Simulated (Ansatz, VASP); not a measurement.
# Re: VASP beside Ansatz

```xyz
2
Lattice="2.7375 0.0000 0.0000 -1.3688 2.3708 0.0000 0.0000 0.0000 4.4148" Properties=species:S:1:pos:R:3 pbc="T T T"
Re    0.0000    1.5805    1.1037
Re    1.3688    0.7903    3.3111
```

Alike in both runs: functional LDA; k mesh 9 × 9 × 4; occupations gaussian, width 0.1 eV; no spin polarisation.

Ansatz relaxed the structure, and its values are those at the end. VASP's run is a single point on that final structure, the one shown.

|  | VASP | Ansatz |
| --- | --- | --- |
| version | VASP 6.6.1 | Ansatz 0.2.0 |
| potentials or method | VASP PAW LDA potentials, release 64 (Re), cutoff 520 eV | scalar-relativistic, plane waves, PAW |
| valence electrons in the cell | 14 | 30 |

```csv
,VASP,Ansatz,Ansatz less VASP
gap on the k mesh at the Fermi level (eV),none,none,-
pressure (GPa),1.7,0.1,-1.61
```

LDA's correlation is that of Perdew and Zunger in VASP and of Perdew and Wang (1992) in Ansatz. A gap of «none» marks a metal or a gap that the smearing closes. VASP's potentials hold 14 valence electrons a cell and Ansatz's 30, so a difference there can come from the potentials and not from the codes.

Neither program's run includes spin-orbit coupling.
